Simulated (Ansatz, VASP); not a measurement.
Cd: VASP beside Ansatz

The input INCAR:

```
SYSTEM = Cd
PREC = Accurate
ENCUT = 520
EDIFF = 1E-7
ISMEAR = -1
SIGMA = 0.1
LREAL = .False.
LASPH = .True.
NELM = 60
ALGO = Normal
ISIF = 2
LWAVE = .False.
LCHARG = .False.
GGA = PS
NBANDS = 19
```

The input KPOINTS:

```
Automatic mesh
0
Gamma
  10 10 10
  0 0 0
```

Contents of POSCAR:

```
Cd
1.0
    0.0000000000      3.3448465247      3.3448465247
    3.3448465247      0.0000000000      3.3448465247
    3.3448465247      3.3448465247      0.0000000000
Cd
2
Direct
    0.1250000000      0.1250000000      0.1250000000
    0.8750000000      0.8750000000      0.8750000000
```

Input for Ansatz:

```yaml
crystal:
  lattice:
    - [0.0, 3.3448465247, 3.3448465247]
    - [3.3448465247, 0.0, 3.3448465247]
    - [3.3448465247, 3.3448465247, 0.0]
  atoms:
    - { symbol: Cd, position: [0.125, 0.125, 0.125] }
    - { symbol: Cd, position: [0.875, 0.875, 0.875] }
hamiltonian:
  xc: pbesol
  pseudopotentials:
    kind: paw
    azcp:
      Cd: "pseudopotentials/Cd.paw.azcp"
basis:
  ecutwfc: 420
  fft_grid_basis: typed
kpoints:
  mp_grid: { grid: [10, 10, 10], shift: [0, 0, 0] }
magnetization:
  spin_polarized: false
scf:
  occupations: { method: fermi_dirac, width: 0.1 }
  lower_state_search: "off"
output:
  stress: true
```

Alike in both runs: task single point; functional PBEsol; k mesh 10 × 10 × 10; occupations fermi-dirac, width 0.1 eV; no spin polarisation.

|  | VASP | Ansatz |
| --- | --- | --- |
| version | VASP 6.6.1 | Ansatz 0.2.0 |
| potentials or method | VASP PAW PBE potentials, release 64 (Cd), cutoff 520 eV | plane waves (420 eV) with PAW, scalar-relativistic |
| valence electrons in the cell | 24 | 40 |

```csv
,VASP,Ansatz,Ansatz less VASP
pressure (GPa),-1.6,-1.8,-0.13
```

VASP's potentials were made for PBE, not for PBEsol, and Ansatz warns of the same on its side. With one functional, cell and mesh, what is left measures potentials, basis and numerics. VASP's potentials hold 24 valence electrons a cell and Ansatz's 40, so a difference there can come from the potentials and not from the codes.
